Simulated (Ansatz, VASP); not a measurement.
## SiO2: VASP beside Ansatz

The input INCAR:

```
SYSTEM = SiO2
PREC     = Accurate       ! precision mode
ENCUT    = 520            ! plane-wave cutoff, eV
EDIFF    = 1E-7           ! SCF threshold, eV
ISMEAR   = 0              ! smearing method
SIGMA    = 0.05           ! smearing width, eV
LREAL    = .False.        ! projectors in reciprocal space
LASPH    = .True.         ! aspherical terms in the spheres
NELM     = 80             ! most SCF steps
ALGO     = Normal         ! electronic algorithm
ISIF     = 2              ! what is computed and relaxed
LWAVE    = .False.        ! write WAVECAR
LCHARG   = .False.        ! write CHGCAR
NBANDS   = 25             ! bands
```

The input KPOINTS:

```
regular mesh
0
Gamma
  6 6 10
  0 0 0
```

The input POSCAR:

```
SiO2
1.0
    3.8266953424      0.0000000000      0.0000000000
    0.0000000000      3.8266953424      0.0000000000
    0.0000000000      0.0000000000      2.6358277518
Si O
2 4
Direct
    0.5000000000      0.5000000000      0.5000000000
    0.0000000000      0.0000000000      0.0000000000
    0.6944252994      0.6944252994      0.0000000000
    0.1944252994      0.8055747006      0.5000000000
    0.3055747006      0.3055747006      0.0000000000
    0.8055747006      0.1944252994      0.5000000000
```

Input for Ansatz:

```yaml
crystal:
  lattice:
    - [3.8266953424, 0.0, 0.0]
    - [0.0, 3.8266953424, 0.0]
    - [0.0, 0.0, 2.6358277518]
  atoms:
    - { symbol: Si, position: [0.5, 0.5, 0.5] }
    - { symbol: Si, position: [0.0, 0.0, 0.0] }
    - { symbol: O, position: [0.6944252994, 0.6944252994, 0.0] }
    - { symbol: O, position: [0.1944252994, 0.8055747006, 0.5] }
    - { symbol: O, position: [0.3055747006, 0.3055747006, 0.0] }
    - { symbol: O, position: [0.8055747006, 0.1944252994, 0.5] }
basis:
  ecutwfc: 520.0
kpoints:
  mp_grid: { grid: [6, 6, 10] }
hamiltonian:
  xc: lda
  pseudopotentials: { kind: paw, azcp: { folder: soft_1 } }
scf:
  occupations: { method: gaussian, width: 0.05 }
output:
  forces: true
  stress: true
  eigenvalues: true
```

Alike in both runs: task single point; functional LDA; k mesh 6 × 6 × 10; occupations gaussian, width 0.05 eV; no spin polarisation.

|  | VASP | Ansatz |
| --- | --- | --- |
| version | VASP 6.6.1 | Ansatz 0.2.0 |
| potentials or method | VASP PAW LDA potentials, release 64 (Si, O), cutoff 520 eV | scalar-relativistic, plane waves, PAW |
| valence electrons in the cell | 32 | 32 |

Ansatz gave:

- gap on the k mesh at the Fermi level (eV): 5.95
- least direct gap on the mesh (eV): 5.95
- rms of the force components (eV/Å): 0.515

Task: Estimate VASP's values.

Result: gap on the k mesh at the Fermi level (eV): 5.89; least direct gap on the mesh (eV): 5.89; rms of the force components (eV/Å): 0.519.

Ansatz warns that its potentials were made for another functional, while VASP's fit it. LDA's correlation is that of Perdew and Zunger in VASP and of Perdew and Wang (1992) in Ansatz. Atom by atom the forces differ by 0.004 eV/Å (rms over components).
